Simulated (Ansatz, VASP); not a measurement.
**One calculation of KMgF3, two programs**

```xyz
5
Lattice="4.0337 0.0000 0.0000 0.0000 4.0337 0.0000 0.0000 0.0000 4.0337" Properties=species:S:1:pos:R:3 pbc="T T T"
K     2.0168    2.0168    2.0168
Mg    0.0000    0.0000    0.0000
F     2.0168    0.0000    0.0000
F     0.0000    2.0168    0.0000
F     0.0000    0.0000    2.0168
```

Alike in both runs: functional PBE; dispersion D4; k mesh 6 × 6 × 6; no spin polarisation.

Ansatz relaxed the structure, and its values are those at the end. VASP's run is a single point on that final structure, the one shown.

```csv
,VASP,Ansatz
version,VASP 6.6.1,Ansatz 0.2.0
potentials or method,"VASP PAW PBE potentials, release 64 (K_sv, Mg, F)","plane waves, PAW"
plane-wave cutoff (eV),520,420
occupations,"gaussian, width 0.01 eV",fixed
valence electrons in the cell,32,40
```

```tsv
	VASP	Ansatz	Ansatz less VASP
pressure (GPa)	-0.4	0.0	+0.42
```

VASP's potentials hold 32 valence electrons a cell and Ansatz's 40, so a difference there can come from the potentials and not from the codes.
